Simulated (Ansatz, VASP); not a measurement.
One calculation of HfH5, two programs

```xyz
6
Lattice="8.1202 0.0000 0.0000 -4.0601 7.0323 0.0000 0.0000 0.0000 3.3599" Properties=species:S:1:pos:R:3 pbc="T T T"
Hf    0.0000    0.0000    0.0000
H     4.0601    2.3441    2.0553
H     4.0601    2.3441    1.3046
H     6.5253    0.9208    0.0000
H     4.0601    5.1907    0.0000
H     1.5949    0.9208    0.0000
```

Alike in both runs: task relaxation of cell and atoms; functional PBE; k mesh 6 × 6 × 12; occupations gaussian, width 0.1 eV; no spin polarisation.

|  | VASP | Ansatz |
| --- | --- | --- |
| version | VASP 6.6.1 | Ansatz 0.2.0 |
| potentials or method | VASP PAW PBE potentials, release 64 (Hf_pv, H), cutoff 600 eV | scalar-relativistic, plane waves, PAW |
| valence electrons in the cell | 15 | 31 |

VASP gave:

```
gap on the k mesh at the Fermi level, each at its own relaxed structure (eV) : none
relaxed volume (Å³/atom)                                                     : 31.96
relaxed cell length with the largest relative difference (Å)                 : 3.359
```

Q: Which values does Ansatz return?

A: gap on the k mesh at the Fermi level, each at its own relaxed structure (eV): none; relaxed volume (Å³/atom): 31.98; relaxed cell length with the largest relative difference (Å): 3.360.

A gap of «none» marks a metal or a gap that the smearing closes. VASP's potentials hold 15 valence electrons a cell and Ansatz's 31, so a difference there can come from the potentials and not from the codes. Ansatz's warnings: xc potential rough in thin density.

Spin-orbit coupling is off throughout.
